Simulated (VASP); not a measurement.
# LiAl32 (a cell with a defect) in VASP: single point with PBE

Aim: the single point of LiAl32 (a cell with a defect) with PBE.

All numbers are computed with VASP 6.6.1; they aren't measurements. Logs are shortened: lines on timing, memory, paths and dates and some standing lists are left out, and cuts for length are marked.

## (1) The cell of the first run

The cell holds a defect, 33 atoms: a = 8.100 Å, b = 8.100 Å, c = 8.100 Å, α = 90.00°, β = 90.00°, γ = 90.00°.

## (2) Single point, PBE

The input, INCAR:

```
PREC = Accurate
ENCUT = 520
EDIFF = 1E-7
ISMEAR = 0
SIGMA = 0.05
LREAL = Auto
LASPH = True
NELM = 80
ALGO = Normal
ISIF = 2
LWAVE = False
LCHARG = True
GGA = PE
LELF = True
LVHAR = True
NBANDS = 72
```

The input, KPOINTS:

```
regular mesh
0
Gamma
  3 3 3
```

The input, POSCAR:

```
LiAl32
1.0
    8.1000000000      0.0000000000      0.0000000000
    0.0000000000      8.1000000000      0.0000000000
    0.0000000000      0.0000000000      8.1000000000
Al Li
32 1
Direct
    0.5056938272     -0.0001651852     -0.0349456790
    0.7449727160      0.2541365432     -0.0030049383
    0.7406295062     -0.0004270370      0.2492959259
   -0.0089333333     -0.0000632099     -0.0120886420
    0.2452953086      0.2405986420      0.0112019753
    0.4929740741      0.5000139506     -0.0054111111
    0.7448903704      0.7454962963     -0.0031308642
    0.3661230864      0.0004823457      0.2428696296
    0.5101093827      0.2786512346      0.2516013580
    0.7515276543      0.4996491358      0.2520056790
    0.5097281481     -0.0001300000      0.5258719753
    0.7436671605      0.2571753086      0.5073655556
    0.7505682716     -0.0002028395      0.7575428395
   -0.0010167901      0.4997214815     -0.0032751852
    0.2452556790      0.7592949383      0.0115029630
   -0.0142504938      0.2711162963      0.2513079012
    0.2462120988      0.4997311111      0.2500482716
    0.5099888889      0.7214914815      0.2514471605
   -0.0253361728      0.0008366667      0.5302218519
    0.2416159259      0.2380580247      0.4892182716
    0.4886729630      0.5001961728      0.5060581481
    0.7440614815      0.7430350617      0.5071927160
    0.2430146914     -0.0000591358      0.7473160494
    0.4902435802      0.2570097531      0.7481759259
    0.7456088889      0.4999746914      0.7524914815
   -0.0147096296      0.7272151852      0.2508250617
   -0.0012482716      0.4996972840      0.5087787654
    0.2411924691      0.7617951852      0.4889154321
   -0.0013003704      0.2558102469      0.7544301235
    0.2444432099      0.4999640741      0.7518611111
    0.4902303704      0.7429086420      0.7481303704
   -0.0013719753      0.7440767901      0.7542200000
    0.0909002469     -0.0015401235      0.2697751852
```

Potentials or basis: VASP PAW PBE potentials, release 64 (Al, Li_sv).

Run with:

```sh
$ cat potpaw_PBE.64/Al/POTCAR potpaw_PBE.64/Li_sv/POTCAR > POTCAR
$ mpirun -np 1 vasp_std > vasp.out
```

OUTCAR:

```text
PREC = Accurate
   ENCUT = 520
   EDIFF = 1E-7
   ISMEAR = 0
   LREAL = Auto
   LASPH = True
   NELM = 80
   ISIF = 2
   GGA = PE

 ion  position               nearest neighbor table
   1  0.506  1.000  0.965-   8 2.52  13 2.60  31 2.73  24 2.73  23 2.76   7 2.84   2 2.84  15 2.90
                             5 2.90   3 2.99  18 3.24   9 3.24
   2  0.745  0.254  0.997-  25 2.81   9 2.81  13 2.83  16 2.84   1 2.84  29 2.84   6 2.85  14 2.86
                             4 2.87  10 2.87  24 2.88   3 2.90
   3  0.741  1.000  0.249-  33 2.84   7 2.90   2 2.90  11 2.92  18 2.93   9 2.93   4 2.93  22 2.95
                            12 2.95  19 2.96  16 2.96  26 2.97   1 2.99   8 3.03
   4  0.991  1.000  0.988-  33 2.42  13 2.70  29 2.81  32 2.81  23 2.82  15 2.84   5 2.84   2 2.87
                             7 2.87   3 2.93  16 3.06  26 3.07
   5  0.245  0.241  0.011-   4 2.84  17 2.85   8 2.87  16 2.87  29 2.89  23 2.89   1 2.90  14 2.90
                             6 2.91   9 2.91  24 2.91  30 2.97
   6  0.493  0.500  0.995-  18 2.75   9 2.75  31 2.80  24 2.80  30 2.81  25 2.83   7 2.85   2 2.85
                            17 2.88  15 2.91   5 2.91  10 2.96
   7  0.745  0.745  0.997-  25 2.81  18 2.81  13 2.83  26 2.84   1 2.84  32 2.84   6 2.85  14 2.86
                             4 2.87  10 2.87  31 2.88   3 2.90
   8  0.366  0.000  0.243-  33 2.24   1 2.52   9 2.54  18 2.54  11 2.57   5 2.87  15 2.88  20 2.95
                            28 2.96   3 3.03
   9  0.510  0.279  0.252-   8 2.54  10 2.65  21 2.74   6 2.75  17 2.79  12 2.81   2 2.81   5 2.91
                            20 2.92   3 2.93  11 3.17   1 3.24
  10  0.752  0.500  0.252-  26 2.64  16 2.65   9 2.65  18 2.66  12 2.85  22 2.86   2 2.87   7 2.87
                            14 2.88  27 2.89   6 2.96  21 2.96
  11  0.510  1.000  0.526-   8 2.57  13 2.71  31 2.76  24 2.76  23 2.81  22 2.82  12 2.82   3 2.92
                            20 2.92  28 2.92  18 3.17   9 3.17
  12  0.744  0.257  0.507-  25 2.79  19 2.80   9 2.81  11 2.82  24 2.83  27 2.85  10 2.85  21 2.85
                            16 2.86  29 2.88  13 2.91   3 2.95
  13  0.751  1.000  0.758-  19 2.59   1 2.60   4 2.70  11 2.71   7 2.83   2 2.83  32 2.89  29 2.89
                            22 2.91  12 2.91  31 2.96  24 2.97
  14  0.999  0.500  0.997-  26 2.76  16 2.77  29 2.78  32 2.79  30 2.81  25 2.85   2 2.86   7 2.86
                            17 2.87  10 2.88   5 2.90  15 2.90
  15  0.245  0.759  0.012-   4 2.84  17 2.86  26 2.87   8 2.88  32 2.89  23 2.89   1 2.90  14 2.90
                             6 2.91  18 2.91  31 2.92  30 2.97
  16  0.986  0.271  0.251-  33 2.37  10 2.65  14 2.77  27 2.79  17 2.81   2 2.84  20 2.84  12 2.86
                             5 2.87   3 2.96   4 3.06  19 3.15
  17  0.246  0.500  0.250-   9 2.79  18 2.79  26 2.80  16 2.81   5 2.85  15 2.86  21 2.86  14 2.87
                            20 2.87  28 2.87   6 2.88  27 2.90
  18  0.510  0.721  0.251-   8 2.54  10 2.66  21 2.74   6 2.75  17 2.79   7 2.81  22 2.81  15 2.91
                            28 2.92   3 2.93  11 3.17   1 3.24
  19  0.975  0.001  0.530-  33 2.31  13 2.59  29 2.76  32 2.77  23 2.80  12 2.80  22 2.81  20 2.91
                            28 2.92   3 2.96  16 3.15  26 3.17
  20  0.242  0.238  0.489-  16 2.84  23 2.84  17 2.87  27 2.90  33 2.90  19 2.91  24 2.91  29 2.92
                            11 2.92  21 2.92   9 2.92   8 2.95  30 3.00
  21  0.489  0.500  0.506-  18 2.74   9 2.74  31 2.78  24 2.78  30 2.81  12 2.85  22 2.85  17 2.86
                            25 2.88  28 2.92  20 2.92  10 2.96
  22  0.744  0.743  0.507-  25 2.80  19 2.81  18 2.81  11 2.82  31 2.83  27 2.85  26 2.85  21 2.85
                            10 2.86  32 2.87  13 2.91   3 2.95
  23  0.243  1.000  0.747-   1 2.76  19 2.80  11 2.81   4 2.82  20 2.84  28 2.85  29 2.87  32 2.87
                            31 2.89  24 2.89   5 2.89  15 2.89
  24  0.490  0.257  0.748-   1 2.73  11 2.76  21 2.78  30 2.80   6 2.80  12 2.83  25 2.86   2 2.88
                            23 2.89  20 2.91   5 2.91  13 2.97
  25  0.746  0.500  0.752-  12 2.79  22 2.80   7 2.81   2 2.81   6 2.83  27 2.85  32 2.85  29 2.85
                            14 2.85  31 2.86  24 2.86  21 2.88
  26  0.985  0.727  0.251-  33 2.36  10 2.64  14 2.76  27 2.79  17 2.80   7 2.84  28 2.85  22 2.85
                            15 2.87   3 2.97   4 3.07  19 3.17
  27  0.999  0.500  0.509-  26 2.79  16 2.79  30 2.80  29 2.80  32 2.81  25 2.85  12 2.85  22 2.85
                            10 2.89  20 2.90  28 2.90  17 2.90
  28  0.241  0.762  0.489-  26 2.85  23 2.85  17 2.87  33 2.88  27 2.90  32 2.92  31 2.92  19 2.92
                            21 2.92  11 2.92  18 2.92   8 2.96  30 3.01
  29  0.999  0.256  0.754-  19 2.76  14 2.78  27 2.80  30 2.81   4 2.81   2 2.84  25 2.85  23 2.87
                            12 2.88   5 2.89  13 2.89  20 2.92
  30  0.244  0.500  0.752-  31 2.80  27 2.80  24 2.80  29 2.81  32 2.81  21 2.81  14 2.81   6 2.81
                             5 2.97  15 2.97  20 3.00  28 3.01
  31  0.490  0.743  0.748-   1 2.73  11 2.76  21 2.78  30 2.80   6 2.80  22 2.83  25 2.86   7 2.88
                            23 2.89  28 2.92  15 2.92  13 2.96
  32  0.999  0.744  0.754-  19 2.77  14 2.79  27 2.81  30 2.81   4 2.81   7 2.84  25 2.85  23 2.87
                            22 2.87  13 2.89  15 2.89  28 2.92
  33  0.091  0.998  0.270-   8 2.24  19 2.31  26 2.36  16 2.37   4 2.42   3 2.84  28 2.88  20 2.90

  LATTYP: Found a simple cubic cell.
 ALAT       =     8.1000000000

  Lattice vectors:

[... 153 lines left out ...]
  0.333333  0.333333  0.000000      2.000000
  0.000000  0.333333  0.333333      2.000000
  0.333333  0.000000  0.333333      2.000000
 -0.333333  0.333333  0.000000      2.000000
 -0.333333  0.000000  0.333333      2.000000
  0.000000 -0.333333  0.333333      2.000000
  0.333333  0.333333  0.333333      2.000000
 -0.333333  0.333333  0.333333      2.000000
 -0.333333 -0.333333  0.333333      2.000000
  0.333333 -0.333333  0.333333      2.000000
   k-points           NKPTS =     14   k-points in BZ     NKDIM =     14   number of bands    NBANDS=     72
   number of dos      NEDOS =    301   number of ions     NIONS =     33
   total plane-waves  NPLWV = 216000
   dimension x,y,z NGX =    60 NGY =   60 NGZ =   60
   dimension x,y,z NGXF=   120 NGYF=  120 NGZF=  120
   ions per type =              32   1
   NGX,Y,Z   is equivalent  to a cutoff of  12.31, 12.31, 12.31 a.u.
   NGXF,Y,Z  is equivalent  to a cutoff of  24.63, 24.63, 24.63 a.u.
 SYSTEM =  unknown system
   PREC   = accura    normal or accurate (medium, high low for compatibility)
   ISTART =      0    job   : 0-new  1-cont  2-samecut
   ICHARG =      2    charge: 1-file 2-atom 10-const
   ISPIN  =      1    spin polarized calculation?
   LNONCOLLINEAR =      F non collinear calculations
   LSORBIT =      F    spin-orbit coupling
   LASPH  =      T    aspherical Exc in radial PAW
   ENCUT  =  520.0 eV  38.22 Ry    6.18 a.u.  15.06 15.06 15.06*2*pi/ulx,y,z
   NELM   =     80;   NELMIN=  2; NELMDL= -5     # of ELM steps
   EDIFF  = 0.1E-06   stopping-criterion for ELM
   LREAL  =      T    real-space projection
   EDIFFG = 0.1E-05   stopping-criterion for IOM
   NSW    =      0    number of steps for IOM
   IBRION =     -1    ionic relax: 0-MD 1-quasi-New 2-CG
   NFREE  =      0    steps in history (QN), initial steepest desc. (CG)
   ISIF   =      2    stress and relaxation
   ISYM   =      2    0-nonsym 1-usesym 2-fastsym
   POTIM  = 0.5000    time-step for ionic-motion
   TEBEG  =    0.0;   TEEND  =   0.0 temperature during run
   PSTRESS=    0.0 pullay stress
   NELECT =      99.0000    total number of electrons
   NUPDOWN=      -1.0000    fix difference up-down
   EMIN   =  10.00;   EMAX   =-10.00  energy-range for DOS
   EFERMI =   0.00;   METHOD = LEGACY
   ISMEAR =     0;   SIGMA  =   0.05  broadening in eV -4-tet -1-fermi 0-gaus
   EFERMI_NEDOS =   21; number of points for ismear=-14 and -15
   IALGO  =     38    algorithm
   IMIX   =      4    mixing-type and parameters
     AMIX     =   0.40;   BMIX     =  1.00
     AMIX_MAG =   1.60;   BMIX_MAG =  1.00
  volume/ion in A,a.u.               =      16.10       108.68
  Fermi-wavevector in a.u.,A,eV,Ry     =   0.934978  1.766853 11.894002  0.874184
  Thomas-Fermi vector in A             =   2.061839
   LORBIT       =      0    0 simple, 1 ext, 2 COOP (PROOUT), +10 PAW based schemes
   GGA     = PE    functional components
   LHFCALC =     F    Hartree Fock is set to
   AEXX    =    0.0000 exact exchange contribution
   IVDW    =     0    specifies the selected vdW correction
   LEPSILON=     F    determine dielectric tensor
   LRPA    =     F    only Hartree local field effects (RPA)
 non-spin polarized calculation
 Gauss-broadening in eV      SIGMA  =   0.05
  energy-cutoff  :      520.00
  volume of cell :      531.44
 maximum number of plane-waves:     14358
   NGX = 31   NGY = 31   NGZ = 31

 number of electron      99.0000000 magnetization

 Free energy of the ion-electron system (eV)
  ---------------------------------------------------
  ext. energy  EPLUGINS =         0.00000000
  ---------------------------------------------------
  free energy    TOTEN  =      -120.38382262 eV

  energy without entropy =     -120.37598704  energy(sigma->0) =     -120.37990483

 E-fermi :   7.9360     XC(G=0): -10.2141

 val. band max:        7.9292339993   @ k =   0.3333   0.0000   0.0000
 cond. band min:       7.9428060109   @ k =   0.3333   0.0000   0.0000
 fundamental gap:      0.0135720115
 Fermi energy:         7.9360380170

 k-point     1 :       0.0000    0.0000    0.0000
  band No.  band energies     occupation
      1     -37.9300      2.00000
      2      -3.1334      2.00000
      3      -1.1423      2.00000
      4      -1.0646      2.00000
      5      -0.8547      2.00000
      6      -0.8494      2.00000
[... 885 lines left out ...]
     60       9.7197      0.00000
     61       9.7927      0.00000
 [bands above 61 left out]

------------------------ aborting loop because EDIFF is reached ----------------------------------------

  FORCE on cell =-STRESS in cart. coord.  units (eV):
  Direction    XX          YY          ZZ          XY          YZ          ZX
  --------------------------------------------------------------------------------------
  -------------------------------------------------------------------------------------
  Total        8.9837378     10.9742543     10.8573748      0.0781177      0.0457738     -1.3153217
  in kB       27.0839869     33.0849548     32.7325889      0.2355075      0.1379979     -3.9654045
  external PRESSURE =      30.9671768 kB  Pullay stress =       0.0000000 kB

 VOLUME and BASIS-vectors are now :
 -----------------------------------------------------------------------------
  energy-cutoff  :      520.00
  volume of cell :      531.44
      direct lattice vectors                 reciprocal lattice vectors
     8.100000000  0.000000000  0.000000000     0.123456790  0.000000000  0.000000000
     0.000000000  8.100000000  0.000000000     0.000000000  0.123456790  0.000000000
     0.000000000  0.000000000  8.100000000     0.000000000  0.000000000  0.123456790

 POSITION                                       TOTAL-FORCE (eV/Angst)
 -----------------------------------------------------------------------------------
      4.09612      8.09866      7.81694         0.023972      0.001756      0.095039
      6.03428      2.05851      8.07566        -0.001705     -0.000557     -0.006762
      5.99910      8.09654      2.01930         0.031376      0.006098      0.033505
      8.02764      8.09949      8.00208        -0.056546     -0.002012     -0.067827
      1.98689      1.94885      0.09074        -0.001704     -0.027602      0.027964
      3.99309      4.05011      8.05617        -0.010699     -0.002051      0.004603
[... 25 lines left out ...]
      8.08889      6.02702      6.10918         0.008327      0.007646     -0.005295
      0.73629      8.08752      2.18518        -0.176505      0.016067     -0.221735
 -----------------------------------------------------------------------------------
    total drift:                                0.025309      0.003014      0.000140

  FREE ENERGIE OF THE ION-ELECTRON SYSTEM (eV)
  ---------------------------------------------------
  free  energy   TOTEN  =      -120.3838226200 eV

  energy  without entropy=     -120.3759870386  energy(sigma->0) =     -120.37990483
```

Wall time 5.8 min (1 thread of Intel Xeon 6975P-C (Granite Rapids), shared host); peak memory 0.65 GiB.

What came out:

```yaml
Free_energy: -120.3838 eV
Largest_force: 0.284 eV/Å
Band_gap_on_the_k_mesh: zero (an odd number of electrons rules out a gap without spin polarisation)
```

Forces on the atoms (eV/Å):
```
Al   0.024  0.002  0.095
Al  -0.002 -0.001 -0.007
Al   0.031  0.006  0.034
Al  -0.057 -0.002 -0.068
Al  -0.002 -0.028  0.028
Al  -0.011 -0.002  0.005
Al   0.000  0.001 -0.006
Al   0.005 -0.012  0.091
Al   0.016 -0.001 -0.003
Al  -0.016 -0.003  0.004
Al   0.036  0.003  0.037
Al   0.021 -0.019  0.002
Al  -0.028  0.003 -0.028
Al   0.000 -0.002 -0.018
Al  -0.004  0.027  0.028
Al  -0.028  0.055 -0.017
Al   0.018  0.001  0.010
Al   0.014  0.006  0.000
Al   0.087 -0.014  0.054
Al  -0.007 -0.076 -0.041
Al   0.005 -0.003  0.003
Al   0.021  0.013  0.003
Al   0.047 -0.003  0.047
Al   0.002 -0.022  0.021
Al  -0.003 -0.001 -0.003
Al  -0.026 -0.055 -0.012
Al   0.013  0.001 -0.002
Al  -0.009  0.078 -0.039
Al   0.005 -0.001 -0.003
Al   0.013  0.001 -0.008
Al  -0.001  0.021  0.021
Al   0.008  0.008 -0.005
Li  -0.177  0.016 -0.222
```

Levels at points of the mesh, in eV from the Fermi level:
```tsv
k point	band 46	band 47	band 48	band 49	band 50	band 51	band 52	band 53
(0.00, 0.00, 0.00)	-0.54	-0.13	-0.09	0.28	0.29	0.33	0.35	0.83
```

Caveat: the cutoff is under 1.25 times the usual one of these potentials, so pressure, stress and relaxed cells hold a basis-set (Pulay) error.
